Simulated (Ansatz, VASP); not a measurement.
# MgO: VASP beside Ansatz

File INCAR:

```
ALGO = Normal ; EDIFF = 1E-6
ENCUT = 520 ; GGA = PE
ISIF = 2 ; ISMEAR = 0
LASPH = T ; LCHARG = F
LREAL = F ; LWAVE = F
NBANDS = 11 ; NELM = 100
PREC = Accurate ; SIGMA = 0.05
```

KPOINTS

```
k-points
0
Gamma
  12 12 8
```

The input POSCAR:

```
MgO
1.0
    2.7614610074      0.0000000000      0.0000000000
   -1.3807305037      2.6967926670      0.0000000000
    0.0000000000      0.0000000000      2.6797873418
Mg O
1 1
Direct
    0.0000000000      0.0000000000      0.0000000000
    0.3333333333      0.6666666667      0.5000000000
```

Input for Ansatz:

```yaml
crystal:
  lattice:
    - [2.7614610074, 0.0, 0.0]
    - [-1.3807305037, 2.696792667, 0.0]
    - [0.0, 0.0, 2.6797873418]
  atoms:
    - { symbol: Mg, position: [0.0, 0.0, 0.0] }
    - { symbol: O, position: [0.3333333333, 0.6666666667, 0.5] }
basis:
  ecutwfc: 420
kpoints:
  mp_grid: { grid: [12, 12, 8] }
hamiltonian:
  xc: pbe
scf:
  occupations: { method: gaussian, width: 0.05 }
output:
  forces: true
  stress: true
  eigenvalues: true
```

Change from the starting cell: strain -0.0600 x Voigt [1, -1, 0, 0, 0, 0], atoms carried along.

Alike in both runs: task single point; functional PBE; k mesh 12 × 12 × 8; occupations gaussian, width 0.05 eV; no spin polarisation.

|  | VASP | Ansatz |
| --- | --- | --- |
| version | VASP 6.6.1 | Ansatz 0.2.0 |
| potentials or method | VASP PAW PBE potentials, release 64 (Mg, O), cutoff 520 eV | scalar-relativistic, plane waves, PAW |
| valence electrons in the cell | 8 | 16 |

```tsv
	VASP	Ansatz	Ansatz less VASP
gap on the k mesh at the Fermi level (eV)	2.64	2.66	+0.027
least direct gap on the mesh (eV)	3.07	3.09	+0.023
pressure (GPa)	0.9	1.5	+0.63
traceless stress, the component that is largest in VASP (GPa)	16.81	16.61	-0.198
rms of the force components (eV/Å)	0.045	0.047	+0.0020
```

Atom by atom the forces differ by 0.002 eV/Å (rms over components). With one functional, cell and mesh, what is left measures potentials, basis and numerics. VASP's potentials hold 8 valence electrons a cell and Ansatz's 16, so a difference there can come from the potentials and not from the codes.
